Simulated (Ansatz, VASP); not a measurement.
## Li3AgB5: VASP beside Ansatz

```
Li Ag B
1.0
     4.53679    0.00000    0.00000
    -2.26840    3.92898    0.00000
     0.00000    0.00000    5.30217
Li Ag B
3 1 5
Direct
  0.50000 0.00000 0.50000
  0.00000 0.50000 0.50000
  0.50000 0.50000 0.50000
  0.00000 0.00000 0.00000
  0.33333 0.66667 0.15317
  0.66667 0.33333 0.15317
  0.66667 0.33333 0.84683
  0.33333 0.66667 0.84683
  0.00000 0.00000 0.50000
```

Alike in both runs: functional PBE; k mesh 6 × 6 × 4; occupations gaussian, width 0.1 eV; no spin polarisation.

Ansatz relaxed the structure, and its values are those at the end. VASP's run is a single point on that final structure, the one shown.

|  | VASP | Ansatz |
| --- | --- | --- |
| version | VASP 6.6.1 | Ansatz 0.2.0 |
| potentials or method | VASP PAW PBE potentials, release 64 (Li_sv, Ag, B), cutoff 520 eV | scalar-relativistic, plane waves, PAW |
| valence electrons in the cell | 35 | 43 |

```tsv
	VASP	Ansatz	Ansatz less VASP
gap on the k mesh at the Fermi level (eV)	none	none	-
rms of the force components (eV/Å)	0.002	0.004	+0.0015
```

A gap of «none» marks a metal or a gap that the smearing closes. With one functional, cell and mesh, what is left measures potentials, basis and numerics. VASP's potentials hold 35 valence electrons a cell and Ansatz's 43, so a difference there can come from the potentials and not from the codes.

Noted on VASP's run: the cutoff is short for stress, so the pressure is rough.
